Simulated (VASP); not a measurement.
Runs of VASP 6.6.1 on BaSi3. Symmetry: Pm-3m, No. 221, cubic system. Conventional cell: a = 4.488 Å, b = 4.488 Å, c = 4.488 Å, α = 90.00°, β = 90.00°, γ = 90.00°. Within 4.2 Å of Ba (site symmetry m-3m) lie 12 Si at 3.17 Å. Within 4.2 Å of Si (site symmetry 4/mmm) lie 4 Ba at 3.17 Å and 8 Si at 3.17 Å. 

```tsv
level	k mesh	grid for exact exchange (PRECFOCK)	share of exact exchange	gap on the mesh (eV)	pressure (GPa)
r2SCAN50	4 × 4 × 4	Normal	0.5	none	-2.6
PBE	4 × 4 × 4	-	-	none	(a)
PBE	6 × 6 × 6	-	-	none	0.8
PBE-based global hybrid with 35 % exact exchange	4 × 4 × 4	Normal	0.35	none	-2.5
```

Alike in all rows: task single point; potentials or basis VASP PAW PBE potentials, release 64 (Ba_sv, Si); no spin polarisation; cell as given; cutoff (eV) 520; smearing gaussian 0.05 eV.

Problem. Estimate the missing entries.

Solution. (a) -0.4.

Caveats: spin-orbit coupling is left out, which moves the levels of the heavy elements; the PAW data sets were made with another functional, which shifts forces and pressure a little (at least some runs).

A k mesh can miss the band edges, and the runs leave out spin-orbit coupling on Ba.

A gap of «none» marks levels without a gap at the run's occupations.
